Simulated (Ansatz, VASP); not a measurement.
# Al in VASP and in Ansatz

INCAR

```
SYSTEM = Al
PREC     = Accurate       ! precision mode
ENCUT    = 520            ! plane-wave cutoff, eV
EDIFF    = 1E-6           ! SCF threshold, eV
ISMEAR   = -1             ! smearing method
SIGMA    = 0.1            ! smearing width, eV
LREAL    = .FALSE.        ! projectors in reciprocal space
LASPH    = .TRUE.         ! aspherical terms in the spheres
NELM     = 100            ! most SCF steps
ALGO     = Normal         ! electronic algorithm
ISIF     = 2              ! what is computed and relaxed
LWAVE    = .FALSE.        ! write WAVECAR
LCHARG   = .FALSE.        ! write CHGCAR
GGA      = PS             ! functional
NBANDS   = 12             ! bands
```

KPOINTS

```
Automatic mesh
0
G
  9 9 13
  0 0 0
```

Contents of POSCAR:

```
Al
1.0
    4.6725575209      0.0000000000      0.0000000000
   -2.3362787605      4.0465535137      0.0000000000
    0.0000000000      0.0000000000      2.8858717697
Al
3
Direct
    0.0000000000      1.0000000000      0.0000000000
    0.3333333333      0.6666666667      0.5000000000
    0.6666666667      0.3333333333      0.5000000000
```

Input for Ansatz:

```yaml
crystal:
  lattice:
    - [4.6725575209, 0.0, 0.0]
    - [-2.3362787605, 4.0465535137, 0.0]
    - [0.0, 0.0, 2.8858717697]
  atoms:
    - { symbol: Al, position: [0.0, 1.0, 0.0] }
    - { symbol: Al, position: [0.3333333333, 0.6666666667, 0.5] }
    - { symbol: Al, position: [0.6666666667, 0.3333333333, 0.5] }
hamiltonian:
  xc: pbesol
  pseudopotentials:
    kind: paw
    azcp:
      Al: "pseudopotentials/Al.paw.azcp"
basis:
  ecutwfc: 420
  fft_grid_basis: typed
kpoints:
  mp_grid: { grid: [9, 9, 13], shift: [0, 0, 0] }
magnetization:
  spin_polarized: false
scf:
  occupations: { method: fermi_dirac, width: 0.1 }
  lower_state_search: "off"
output:
  stress: true
```

Alike in both runs: task single point; functional PBEsol; k mesh 9 × 9 × 13; occupations fermi-dirac, width 0.1 eV; no spin polarisation.

|  | VASP | Ansatz |
| --- | --- | --- |
| version | VASP 6.6.1 | Ansatz 0.2.0 |
| potentials or method | VASP PAW PBE potentials, release 64 (Al), cutoff 520 eV | plane waves (420 eV) with PAW, scalar-relativistic |
| valence electrons in the cell | 9 | 9 |

|  | VASP | Ansatz | Ansatz less VASP |
| --- | --- | --- | --- |
| pressure (GPa) | -4.7 | -4.7 | -0.04 |
| traceless stress, the component that is largest in VASP (GPa) | -1.38 | -1.37 | +0.004 |

VASP's potentials were made for PBE, not for PBEsol, and Ansatz warns of the same on its side. The functional is the same, so the differences come from potentials, cutoffs and numerics.
